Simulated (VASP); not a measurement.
A run of VASP 6.6.1:

File POSCAR:

```
BeTe
1.0
    0.0000000000      2.8183829527      2.8183829527
    2.8183829527      0.0000000000      2.8183829527
    2.8183829527      2.8183829527      0.0000000000
Te Be
1 1
Direct
    0.7500000000      0.7500000000      0.7500000000
    0.0000000000      0.0000000000      0.0000000000
```

Contents of INCAR.step1:

```
SYSTEM = BeTe
PREC     = Accurate       ! precision mode
ENCUT    = 520            ! plane-wave cutoff, eV
ISMEAR   = -1             ! smearing method
SIGMA    = 0.05           ! smearing width, eV
LREAL    = .FALSE.        ! projectors in reciprocal space
LASPH    = .TRUE.         ! aspherical terms in the spheres
NELM     = 60             ! most SCF steps
NBANDS   = 11             ! bands
GGA      = PE             ! functional
ALGO     = Normal         ! electronic algorithm
EDIFF    = 1E-4           ! SCF threshold, eV
LWAVE    = .TRUE.         ! write WAVECAR
LCHARG   = .FALSE.        ! write CHGCAR
```

INCAR.step2

```
SYSTEM = BeTe
PREC     = Accurate       ! precision mode
ENCUT    = 520            ! plane-wave cutoff, eV
EDIFF    = 1E-6           ! SCF threshold, eV
ISMEAR   = -1             ! smearing method
SIGMA    = 0.05           ! smearing width, eV
LREAL    = .FALSE.        ! projectors in reciprocal space
LASPH    = .TRUE.         ! aspherical terms in the spheres
NELM     = 60             ! most SCF steps
ALGO     = Normal         ! electronic algorithm
ISIF     = 2              ! what is computed and relaxed
LWAVE    = .FALSE.        ! write WAVECAR
LCHARG   = .FALSE.        ! write CHGCAR
METAGGA  = R2SCAN         ! meta-GGA
LMIXTAU  = .TRUE.       
LUSE_VDW = .TRUE.       
IVDW_NL  = 2            
BPARAM   = 11.95        
CPARAM   = 0.0093       
NBANDS   = 11             ! bands
ISTART   = 1
```

The input KPOINTS:

```
Automatic mesh
0
G
  8 8 8
  0 0 0
```

Potentials or basis: VASP PAW PBE potentials, release 64 (Te, Be).

Run with:

```console
$ cat potpaw_PBE.64/Te/POTCAR potpaw_PBE.64/Be/POTCAR > POTCAR
$ cp INCAR.step1 INCAR
$ mpirun -np 1 vasp_std > vasp.out
$ cp INCAR.step2 INCAR
$ mpirun -np 1 vasp_std > vasp.out
```

Hardware: 1 thread of Intel Xeon 6975P-C, with other jobs on the host.

Task: Estimate the wall time of this run.

Result: Run time: 88 s on 1 thread of Intel Xeon 6975P-C, on a shared host, peak memory 0.29 GiB. Counts: k points 29.
